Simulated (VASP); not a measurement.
Nb, 2 atoms in the cell. Symmetry: Fd-3m, No. 227, cubic system. The conventional cell has a = 5.770 Å, b = 5.770 Å, c = 5.770 Å, α = 90.00°, β = 90.00°, γ = 90.00°. Nb (site symmetry -43m) has 4 Nb at 2.50 Å within 3.3 Å. This isn't the form of Nb at room conditions, which is bcc.

* Program: VASP 6.6.1
* Task: relaxation of cell and atoms
* Functional: PBEsol
* Potentials or basis: VASP PAW PBE potentials, release 64 (Nb_sv)
* Cutoff: 500 eV
* k mesh: 7 × 7 × 7
* Occupations: gaussian, width 0.1 eV
* Spin: no spin polarisation
* Dipole correction: no
* Further INCAR settings: ALGO = Normal; EDIFF = 1e-07; IBRION = 2; EDIFFG = -0.03; NSW = 80; ISIF = 3

Potentials or basis: VASP PAW PBE potentials, release 64 (Nb_sv).

Launch:

```bash
$ cat potpaw_PBE.64/Nb_sv/POTCAR > POTCAR
$ mpirun -np 1 vasp_std > vasp.out
```

Hardware: 1 thread of Intel(R) Xeon(R) Platinum 8259CL CPU @ 2.50GHz (Skylake/Cascade Lake), on a shared host.

Task: How long does it take, and how much memory?

Result: Wall time 46 s on 1 thread of Intel(R) Xeon(R) Platinum 8259CL CPU @ 2.50GHz (Skylake/Cascade Lake), on a shared host, peak memory 0.17 GiB. Counts: scf iterations 33, k points 20, ion steps 3.
